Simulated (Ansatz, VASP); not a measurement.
# Two plane-wave programs on Ti

```
Ti
1.0
     0.00000    2.03000    2.03000
     2.03000    0.00000    2.03000
     2.03000    2.03000    0.00000
Ti
1
Direct
  0.00000 0.00000 0.00000
```

Alike in both runs: task relaxation of cell and atoms; functional LDA; k mesh 11 × 11 × 11; occupations fermi-dirac, width 0.05 eV; no spin polarisation.

|  | VASP | Ansatz |
| --- | --- | --- |
| version | VASP 6.6.1 | Ansatz 0.2.0 |
| potentials or method | VASP PAW LDA potentials, release 64 (Ti_sv) | Ansatz PAW |
| plane-wave cutoff (eV) | 600 | 420 |
| valence electrons in the cell | 12 | 12 |

Ansatz gave:

```
gap on the k mesh at the Fermi level, each at its own relaxed structure (eV) : none
relaxed volume (Å³/atom)                                                     : 16.00
relaxed cell length with the largest relative difference (Å)                 : 2.828
```

Question: What did VASP give for the same quantities?

Answer: gap on the k mesh at the Fermi level, each at its own relaxed structure (eV): none; relaxed volume (Å³/atom): 15.97; relaxed cell length with the largest relative difference (Å): 2.827.

LDA's correlation is that of Perdew and Zunger in VASP and of Perdew and Wang (1992) in Ansatz. A gap of «none» marks a metal or a gap that the smearing closes.

Noted on Ansatz's run: the plane-wave basis is chosen anew once the cell has moved, so the energies of steps on either side of that aren't comparable.
